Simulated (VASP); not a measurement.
# As (Cmce) in VASP: further runs

The runs below take As through single point, with LDA.

Program: VASP 6.6.1. These are calculated values, not measurements. Logs are shortened: lines on timing, memory, paths and dates and some standing lists are left out, and cuts for length are marked.

### Step 1. The cell of the first run

It takes space group Cmce (No. 64, orthorhombic). Conventional cell: a = 3.722 Å, b = 11.216 Å, c = 4.558 Å, α = 90.00°, β = 90.00°, γ = 90.00°. Within 3.4 Å of As (site symmetry m) lie 5 As at 2.53 to 3.38 Å.

### Step 2. Single point, LDA (23.78 Å³/atom)

The input, INCAR:

```
ALGO = Normal
EDIFF = 1E-6
ENCUT = 520
ISIF = 2
ISMEAR = -1
LASPH = True
LCHARG = False
LREAL = False
LWAVE = False
NBANDS = 18
NELM = 100
PREC = Accurate
SIGMA = 0.05
```

The input, KPOINTS:

```
k-points
0
Gamma
  8 8 6
```

The input, POSCAR:

```
As
1.0
    1.8607934009     -5.6078705233      0.0000000000
    1.8607934009      5.6078705233      0.0000000000
    0.0000000000      0.0000000000      4.5576693162
As
4
Direct
    0.3900000000      0.6100000000      0.5600000000
    0.8900000000      0.1100000000      0.9400000000
    0.6100000000      0.3900000000      0.4400000000
    0.1100000000      0.8900000000      0.0600000000
```

Potentials or basis: VASP PAW LDA potentials, release 64 (As).

Launch:

```bash
cat potpaw_LDA.64/As/POTCAR > POTCAR
mpirun -np 1 vasp_std > vasp.out
```

OUTCAR:

```text
EDIFF = 1E-6
   ENCUT = 520
   ISIF = 2
   ISMEAR = -1
   LASPH = True
   LREAL = False
   NELM = 100
   PREC = Accurate

 ion  position               nearest neighbor table
   1  0.390  0.610  0.560-   3 2.53   2 2.54   2 2.54
   2  0.890  0.110  0.940-   4 2.53   1 2.54   1 2.54
   3  0.610  0.390  0.440-   1 2.53   4 2.54   4 2.54
   4  0.110  0.890  0.060-   2 2.53   3 2.54   3 2.54

  LATTYP: Found a base centered orthorhombic cell.
 ALAT       =     3.7215868018
 B/A-ratio  =     3.0136986302
 C/A-ratio  =     1.2246575343

  Lattice vectors:

 A1 = (   1.8607934009,  -5.6078705233,   0.0000000000)
 A2 = (   1.8607934009,   5.6078705233,   0.0000000000)
 A3 = (   0.0000000000,   0.0000000000,   4.5576693162)

Analysis of symmetry for initial positions (statically):
=====================================================================
 Subroutine PRICEL returns:
 Original cell was already a primitive cell.

 Routine SETGRP: Setting up the symmetry group for a
 base centered orthorhombic supercell.

 Subroutine GETGRP returns: Found  8 space group operations
 (whereof  4 operations were pure point group operations)
 out of a pool of  8 trial point group operations.

The static configuration has the point symmetry C_2h.
 The point group associated with its full space group is D_2h.

Analysis of symmetry for dynamics (positions and initial velocities):
=====================================================================
 Subroutine PRICEL returns:
 Original cell was already a primitive cell.

 Routine SETGRP: Setting up the symmetry group for a
 base centered orthorhombic supercell.

 Subroutine GETGRP returns: Found  8 space group operations
 (whereof  4 operations were pure point group operations)
 out of a pool of  8 trial point group operations.

The dynamic configuration has the point symmetry C_2h.
 The point group associated with its full space group is D_2h.

 Subroutine INISYM returns: Found  8 space group operations
 (whereof  4 operations are pure point group operations),
 and found     1 'primitive' translations

----------------------------------------------------------------------------------------

                                     Primitive cell

  volume of cell :      95.1194

  direct lattice vectors                    reciprocal lattice vectors
     1.860793401 -5.607870523  0.000000000     0.268702587 -0.089160404  0.000000000
     1.860793401  5.607870523  0.000000000     0.268702587  0.089160404  0.000000000
     0.000000000  0.000000000  4.557669316     0.000000000  0.000000000  0.219410390

  length of vectors
     5.908533142  5.908533142  4.557669316     0.283108915  0.283108915  0.219410390

  position of ions in fractional coordinates (direct lattice)
     0.390000000  0.610000000  0.560000000
     0.890000000  0.110000000  0.940000000
     0.610000000  0.390000000  0.440000000
     0.110000000  0.890000000  0.060000000

  ion indices of the primitive-cell ions
   primitive index   ion index
                 1           1
                 2           2
                 3           3
                 4           4

----------------------------------------------------------------------------------------

 KPOINTS: k-points

Automatic generation of k-mesh.
 Grid dimensions read from file:
 generate k-points for:    8    8    6

 Generating k-lattice:

  Cartesian coordinates                     Fractional coordinates (reciprocal lattice)
     0.033587823 -0.011145050  0.000000000     0.125000000 -0.000000000  0.000000000
     0.033587823  0.011145050  0.000000000    -0.000000000  0.125000000  0.000000000
     0.000000000  0.000000000  0.036568398     0.000000000  0.000000000  0.166666667

  Length of vectors
     0.035388614  0.035388614  0.036568398

  Shift w.r.t. Gamma in fractional coordinates (k-lattice)
     0.000000000  0.000000000  0.000000000

 Subroutine IBZKPT returns following result:
 ===========================================

 Found     84 irreducible k-points:

 Following reciprocal coordinates:
            Coordinates               Weight
  0.000000  0.000000  0.000000      1.000000
  0.125000  0.000000  0.000000      4.000000
  0.250000  0.000000  0.000000      4.000000
  0.375000 -0.000000  0.000000      4.000000
  0.500000  0.000000  0.000000      2.000000
  0.125000  0.125000  0.000000      2.000000
[... 16 lines left out ...]
  0.125000  0.000000  0.166667      8.000000
  0.250000  0.000000  0.166667      8.000000
 [... further k-points ...]
   k-points           NKPTS =     84   k-points in BZ     NKDIM =     84   number of bands    NBANDS=     18
   number of dos      NEDOS =    301   number of ions     NIONS =      4
   total plane-waves  NPLWV =  82944
   dimension x,y,z NGX =    48 NGY =   48 NGZ =   36
   dimension x,y,z NGXF=    96 NGYF=   96 NGZF=   72
   ions per type =               4
   NGX,Y,Z   is equivalent  to a cutoff of  13.51, 13.51, 13.13 a.u.
   NGXF,Y,Z  is equivalent  to a cutoff of  27.01, 27.01, 26.26 a.u.
 SYSTEM =  unknown system
   PREC   = accura    normal or accurate (medium, high low for compatibility)
   ISTART =      0    job   : 0-new  1-cont  2-samecut
   ICHARG =      2    charge: 1-file 2-atom 10-const
   ISPIN  =      1    spin polarized calculation?
   LNONCOLLINEAR =      F non collinear calculations
   LSORBIT =      F    spin-orbit coupling
   LASPH  =      T    aspherical Exc in radial PAW
   ENCUT  =  520.0 eV  38.22 Ry    6.18 a.u.  10.99 10.99  8.47*2*pi/ulx,y,z
   NELM   =    100;   NELMIN=  2; NELMDL= -5     # of ELM steps
   EDIFF  = 0.1E-05   stopping-criterion for ELM
   LREAL  =      F    real-space projection
   EDIFFG = 0.1E-04   stopping-criterion for IOM
   NSW    =      0    number of steps for IOM
   IBRION =     -1    ionic relax: 0-MD 1-quasi-New 2-CG
   NFREE  =      0    steps in history (QN), initial steepest desc. (CG)
   ISIF   =      2    stress and relaxation
   ISYM   =      2    0-nonsym 1-usesym 2-fastsym
   POTIM  = 0.5000    time-step for ionic-motion
   TEBEG  =    0.0;   TEEND  =   0.0 temperature during run
   PSTRESS=    0.0 pullay stress
   NELECT =      20.0000    total number of electrons
   NUPDOWN=      -1.0000    fix difference up-down
   EMIN   =  10.00;   EMAX   =-10.00  energy-range for DOS
   EFERMI =   0.00;   METHOD = LEGACY
   ISMEAR =    -1;   SIGMA  =   0.05  broadening in eV -4-tet -1-fermi 0-gaus
   EFERMI_NEDOS =   21; number of points for ismear=-14 and -15
   IALGO  =     38    algorithm
   IMIX   =      4    mixing-type and parameters
     AMIX     =   0.40;   BMIX     =  1.00
     AMIX_MAG =   1.60;   BMIX_MAG =  1.00
  volume/ion in A,a.u.               =      23.78       160.47
  Fermi-wavevector in a.u.,A,eV,Ry     =   0.973483  1.839617 12.893830  0.947670
  Thomas-Fermi vector in A             =   2.103866
   LORBIT       =      0    0 simple, 1 ext, 2 COOP (PROOUT), +10 PAW based schemes
   GGA     = CA    functional components
   LHFCALC =     F    Hartree Fock is set to
   AEXX    =    0.0000 exact exchange contribution
   IVDW    =     0    specifies the selected vdW correction
   LEPSILON=     F    determine dielectric tensor
   LRPA    =     F    only Hartree local field effects (RPA)
 non-spin polarized calculation
  energy-cutoff  :      520.00
  volume of cell :       95.12
 maximum number of plane-waves:      2590
 NGX is ok and might be reduce to    48
   NGX = 21   NGY = 21   NGZ = 17

 number of electron      19.9999998 magnetization

 Free energy of the ion-electron system (eV)
  ---------------------------------------------------
  ext. energy  EPLUGINS =         0.00000000
  ---------------------------------------------------
  free energy    TOTEN  =       -21.21247445 eV

  energy without entropy =      -21.21017739  energy(sigma->0) =      -21.21132592

 E-fermi :   4.1515     XC(G=0):  -9.7208

 val. band max:        4.1150389262   @ k =   0.5000   0.5000   0.3333
 cond. band min:       4.2082008517   @ k =   0.5000   0.3750   0.0000
 fundamental gap:      0.0931619255
 Fermi energy:         4.1514710785

 k-point     1 :       0.0000    0.0000    0.0000
  band No.  band energies     occupation
      1     -10.1202      2.00000
      2      -7.5713      2.00000
      3      -5.1643      2.00000
      4      -2.1350      2.00000
      5      -1.4782      2.00000
      6       0.1701      2.00000
[... 10 lines left out ...]
     17      11.1202      0.00000
     18      11.1516      0.00000

 k-point     2 :       0.1250    0.0000    0.0000
  band No.  band energies     occupation
      1      -9.9654      2.00000
      2      -7.4482      2.00000
      3      -5.3281      2.00000
      4      -2.5102      2.00000
      5      -1.2993      2.00000
      6       0.3270      2.00000
[... 10 lines left out ...]
     17      10.0933      0.00000
     18      11.0911      0.00000

 k-point     3 :       0.2500    0.0000    0.0000
  band No.  band energies     occupation
      1      -9.5083      2.00000
      2      -7.0786      2.00000
      3      -5.8744      2.00000
      4      -3.4558      2.00000
      5      -0.7796      2.00000
      6       0.3858      2.00000
[... 10 lines left out ...]
     17      10.3280      0.00000
     18      11.0436      0.00000

 k-point     4 :       0.3750   -0.0000    0.0000
  band No.  band energies     occupation
      1      -8.7746      2.00000
      2      -6.7817      2.00000
      3      -6.4647      2.00000
      4      -4.5803      2.00000
      5       0.0035      2.00000
      6       0.4195      2.00000
[... 10 lines left out ...]
     17      11.3553      0.00000
     18      11.5426      0.00000

 k-point     5 :       0.5000    0.0000    0.0000
  band No.  band energies     occupation
      1      -7.8236      2.00000
      2      -7.8236      2.00000
      3      -5.6188      2.00000
      4      -5.6188      2.00000
      5       0.6337      2.00000
      6       0.6337      2.00000
[... 10 lines left out ...]
     17      11.7102      0.00000
     18      11.7102      0.00000

 k-point     6 :       0.1250    0.1250    0.0000
  band No.  band energies     occupation
      1      -9.5445      2.00000
      2      -6.9817      2.00000
      3      -5.8673      2.00000
      4      -3.4782      2.00000
      5      -0.9337      2.00000
      6       0.3813      2.00000
[... 10 lines left out ...]
     17      10.3762      0.00000
     18      11.6896      0.00000

 k-point     7 :       0.2500    0.1250    0.0000
  band No.  band energies     occupation
      1      -8.8403      2.00000
      2      -6.7316      2.00000
      3      -6.2926      2.00000
      4      -4.7001      2.00000
      5      -0.2821      2.00000
      6       0.4163      2.00000
[... 10 lines left out ...]
     17      11.1798      0.00000
     18      11.8316      0.00000

 k-point     8 :       0.3750    0.1250    0.0000
  band No.  band energies     occupation
      1      -7.9033      2.00000
      2      -7.7318      2.00000
      3      -5.8255      2.00000
      4      -5.4143      2.00000
      5       0.3748      2.00000
      6       0.8096      2.00000
[... 10 lines left out ...]
     17      11.4809      0.00000
     18      11.7123      0.00000
[... 229 lines left out ...]
     17      10.4822      0.00000
     18      10.9434      0.00000

 k-point    20 :      -0.3750    0.3750    0.0000
  band No.  band energies     occupation
      1      -9.8602      2.00000
      2      -8.1593      2.00000
      3      -5.0474      2.00000
      4      -2.5087      2.00000
      5      -0.4802      2.00000
      6       0.3765      2.00000
[... 10 lines left out ...]
     17      10.6706      0.00000
     18      11.4014      0.00000

 k-point    21 :       0.5000    0.5000    0.0000
  band No.  band energies     occupation
      1      -9.8004      2.00000
      2      -8.2691      2.00000
      3      -5.0251      2.00000
      4      -2.5706      2.00000
      5      -0.0344      2.00000
      6       0.0130      2.00000
[... 10 lines left out ...]
     17      11.2129      0.00000
     18      11.5358      0.00000

 k-point    22 :       0.0000    0.0000    0.1667
  band No.  band energies     occupation
      1      -9.9694      2.00000
      2      -7.6843      2.00000
      3      -5.3194      2.00000
      4      -2.7325      2.00000
      5      -1.2288      2.00000
      6       0.6975      2.00000
[... 10 lines left out ...]
     17      10.6088      0.00000
     18      11.5490      0.00000

 k-point    23 :       0.1250    0.0000    0.1667
  band No.  band energies     occupation
      1      -9.8166      2.00000
      2      -7.5641      2.00000
      3      -5.4211      2.00000
      4      -2.9517      2.00000
      5      -1.0678      2.00000
      6       0.2262      2.00000
[... 10 lines left out ...]
     17      10.6520      0.00000
     18      11.4182      0.00000

 k-point    24 :       0.2500    0.0000    0.1667
  band No.  band energies     occupation
      1      -9.3668      2.00000
      2      -7.2232      2.00000
      3      -5.7968      2.00000
      4      -3.6425      2.00000
      5      -0.7078      2.00000
      6      -0.2519      2.00000
[... 10 lines left out ...]
     17      10.3757      0.00000
     18      11.5093      0.00000

 [... further k-points ...]

------------------------ aborting loop because EDIFF is reached ----------------------------------------

  FORCE on cell =-STRESS in cart. coord.  units (eV):
  Direction    XX          YY          ZZ          XY          YZ          ZX
  --------------------------------------------------------------------------------------
  -------------------------------------------------------------------------------------
  Total       -2.7031065     -2.8545296     -3.3682785      0.0000000     -0.0000000      0.0000000
  in kB      -45.5307493    -48.0812992    -56.7348142      0.0000000     -0.0000000      0.0000000
  external PRESSURE =     -50.1156209 kB  Pullay stress =       0.0000000 kB

 VOLUME and BASIS-vectors are now :
 -----------------------------------------------------------------------------
  energy-cutoff  :      520.00
  volume of cell :       95.12
      direct lattice vectors                 reciprocal lattice vectors
     1.860793401 -5.607870523  0.000000000     0.268702587 -0.089160404  0.000000000
     1.860793401  5.607870523  0.000000000     0.268702587  0.089160404  0.000000000
     0.000000000  0.000000000  4.557669316     0.000000000  0.000000000  0.219410390

 POSITION                                       TOTAL-FORCE (eV/Angst)
 -----------------------------------------------------------------------------------
      1.86079      1.23373      2.55229         0.000000     -0.302093      0.413943
      1.86079     -4.37414      4.28421         0.000000     -0.302093     -0.413943
      1.86079     -1.23373      2.00537         0.000000      0.302093     -0.413943
      1.86079      4.37414      0.27346         0.000000      0.302093      0.413943
 -----------------------------------------------------------------------------------
    total drift:                               -0.000000      0.000000     -0.000000

  FREE ENERGIE OF THE ION-ELECTRON SYSTEM (eV)
  ---------------------------------------------------
  free  energy   TOTEN  =       -21.2124744479 eV

  energy  without entropy=      -21.2101773898  energy(sigma->0) =      -21.21132592
```

It took 4.3 min on 1 thread of Intel Xeon 8259CL, shared host; peak memory 0.28 GiB.

What came out:

- Free energy: -21.2125 eV
- Pressure: -5.0 GPa
- Largest force: 0.512 eV/Å

Forces in eV/Å, atoms in the order of the input:
```
As   0.000 -0.302  0.414
As   0.000 -0.302 -0.414
As   0.000  0.302 -0.414
As   0.000  0.302  0.414
```

Caveat: the cell stands under tension.

(Continued in part 2 of 2.)
